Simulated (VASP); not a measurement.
Here is a VASP 6.6.1 calculation.

Contents of INCAR:

```
SYSTEM = BN
ALGO     = Normal         ! electronic algorithm
EDIFF    = 1E-7           ! SCF threshold, eV
ENCUT    = 520            ! plane-wave cutoff, eV
GGA      = PE             ! functional
ISIF     = 2              ! what is computed and relaxed
ISMEAR   = 0              ! smearing method
LASPH    = .True.         ! aspherical terms in the spheres
LCHARG   = .False.        ! write CHGCAR
LREAL    = .False.        ! projectors in reciprocal space
LWAVE    = .False.        ! write WAVECAR
NBANDS   = 16             ! bands
NELM     = 80             ! most SCF steps
PREC     = Accurate       ! precision mode
SIGMA    = 0.05           ! smearing width, eV
```

Contents of KPOINTS:

```
k-points
0
Gamma
  12 12 4
  0 0 0
```

The input POSCAR:

```
BN
1.0
    2.5121751215      0.0000000000      0.0000000000
   -1.2560875608      2.1756074740      0.0000000000
    0.0000000000      0.0000000000      8.3436910039
B N
2 2
Direct
    0.2445373683      0.6016635087      0.2500000000
    0.6666666667      0.3333333333      0.7500000000
    0.3333333333      0.6666666667      0.7500000000
    0.6666666667      0.3333333333      0.2500000000
```

Potentials or basis: VASP PAW PBE potentials, release 64 (B, N).

Command:

```sh
$ cat potpaw_PBE.64/B/POTCAR potpaw_PBE.64/N/POTCAR > POTCAR
$ mpirun -np 1 vasp_std > vasp.out
```

Task: Estimate the pressure.

Result: 7.0 GPa.

Task: Estimate the band gap on the k mesh.

Result: 2.98 eV (least direct gap 3.62 eV).

Task: Estimate the largest force.

Result: 10.579 eV/Å.

Stress tensor (GPa, compression positive):
```
18.36 10.08  0.00
10.08  2.83  0.00
 0.00  0.00 -0.09
```

Caveat: the cell differs from its parent crystal (atom 1 (B) moved -0.200 Å along Cartesian [1 1 0]); the cell stands under pressure; this functional lacks dispersion, which binds the layers, so the pressure and a relaxed spacing across them are unreliable; forces of over 1 eV/Å act on the atoms, so gaps and moduli don't describe the material at rest. A k mesh can miss the band edges.
